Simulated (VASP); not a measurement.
# SnO: single point with PBEsol

Crystal: SnO.

```
Sn O
1.0
     3.80200   -0.05703   -0.05703
    -0.05703    3.80200   -0.05703
    -0.07254   -0.07254    4.83600
Sn O
2 2
Cartesian
  -0.0458 1.8837 1.1249
  1.8458 -0.0838 3.6541
  0.0000 0.0000 0.0000
  1.8725 1.8725 -0.0570
```

This cell differs from its parent crystal: equal xy, yz and zx shear strains of -3 %.

```json
{"Program": "VASP 6.6.1", "Task": "single point", "Functional": "PBEsol", "Potentials or basis": "VASP PAW PBE potentials, release 64 (Sn_d, O)", "Cutoff": "520 eV", "k mesh": "8 × 8 × 6", "Occupations": "fermi-dirac, width 0.01 eV", "Spin": "no spin polarisation", "Dipole correction": "no", "Further INCAR settings": "ALGO = Normal; EDIFF = 1e-07; NBANDS = 28"}
```

```
Pressure               : 0.5 GPa
Largest force          : 0.314 eV/Å
Band gap on the k mesh : zero (band 20 reaches 7.06 eV, above the bottom of band 21 at 7.03 eV)
```

Forces in eV/Å, atoms in the order of the input:
```
Sn   0.182  0.182  0.181
Sn  -0.182 -0.182 -0.181
O    0.113 -0.113  0.000
O   -0.113  0.113  0.000
```

Stress tensor (GPa, compression positive):
```
0.61 2.54 1.67
2.54 0.61 1.67
1.67 1.67 0.14
```

Levels at points of the mesh, in eV from the Fermi level:
| k point | band 18 | band 19 | band 20 | band 21 | band 22 | band 23 |
| --- | --- | --- | --- | --- | --- | --- |
| (0.00, 0.00, 0.00) | -3.41 | -3.00 | -0.01 | 2.01 | 4.22 | 4.53 |
| (0.50, 0.00, 0.00) | -4.85 | -2.83 | -2.68 | 2.99 | 3.28 | 5.64 |
| (0.50, 0.50, 0.00) | -2.40 | -2.02 | -1.81 | -0.04 | 0.05 | 4.22 |
| (0.00, 0.00, 0.50) | -3.14 | -3.03 | -2.26 | 1.54 | 2.84 | 3.00 |
| (0.50, 0.00, 0.50) | -4.82 | -1.89 | -1.64 | 2.36 | 2.68 | 5.34 |
| (0.50, 0.50, 0.50) | -2.67 | -2.53 | -2.40 | 2.26 | 2.31 | 3.87 |

Run time: 5.7 min on 1 thread of AMD EPYC 7R13, with other jobs on the host, peak memory 0.27 GiB.

Caveat: the cell differs from its parent crystal (equal xy, yz and zx shear strains of -3 %); the PAW data sets were made with another functional, which shifts forces and pressure a little; spin-orbit coupling is left out, which moves the levels of the heavy elements.
